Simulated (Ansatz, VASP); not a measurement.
CaO in VASP and in Ansatz

File INCAR:

```
SYSTEM = CaO
ALGO = Normal ; EDIFF = 1E-6
ENCUT = 520 ; GGA = PE
ISIF = 2 ; ISMEAR = -1
LASPH = .True. ; LCHARG = .False.
LREAL = .False. ; LWAVE = .False.
NBANDS = 15 ; NELM = 100
PREC = Accurate ; SIGMA = 0.05
```

KPOINTS

```
k-points
0
Gamma
  10 10 10
  0 0 0
```

Contents of POSCAR:

```
CaO
1.0
    0.0000000000      2.4035556960      2.4035556960
    2.4035556960      0.0000000000      2.4035556960
    2.4035556960      2.4035556960      0.0000000000
Ca O
1 1
Direct
    0.0108680000     -0.0039360000     -0.0056900000
    0.5145410000      0.5065200000      0.4885730000
```

File input.yaml:

```yaml
crystal:
  lattice:
    - [0.0, 2.403555696, 2.403555696]
    - [2.403555696, 0.0, 2.403555696]
    - [2.403555696, 2.403555696, 0.0]
  atoms:
    - { symbol: Ca, position: [0.010868, -0.003936, -0.00569] }
    - { symbol: O, position: [0.514541, 0.50652, 0.488573] }
kpoints:
  mp_grid: { grid: [10, 10, 10] }
scf:
  occupations: { method: fermi_dirac, width: 0.05 }
hamiltonian:
  xc: pbe
  pseudopotentials: { kind: all_electron, lapw: { basis_error: 0.001 } }
output:
  forces: true
  stress: true
  eigenvalues: true
  populations: true
```

Change from the starting cell: atoms moved at random, drawn with an rms of 0.05 Å.

Alike in both runs: task single point; functional PBE; k mesh 10 × 10 × 10; occupations fermi-dirac, width 0.05 eV; no spin polarisation.

```csv
,VASP,Ansatz
version,VASP 6.6.1,Ansatz 0.2.0
potentials or method,"VASP PAW PBE potentials, release 64 (Ca_sv, O), cutoff 520 eV","all-electron LAPW, scalar-relativistic"
```

Ansatz gave:

| Quantity | Value |
| --- | --- |
| gap on the k mesh at the Fermi level (eV) | 3.66 |
| least direct gap on the mesh (eV) | 4.03 |
| pressure (GPa) | 1.7 |
| traceless stress, the component that is largest in VASP (GPa) | 0.11 |
| rms of the force components (eV/Å) | 0.062 |

**Question.** Estimate VASP's values.

**Answer.** gap on the k mesh at the Fermi level (eV): 3.64; least direct gap on the mesh (eV): 4.01; pressure (GPa): 2.2; traceless stress, the component that is largest in VASP (GPa): 0.11; rms of the force components (eV/Å): 0.066.

Atom by atom the forces differ by 0.003 eV/Å (rms over components). Ansatz ran all-electron here, and VASP with PAW potentials.
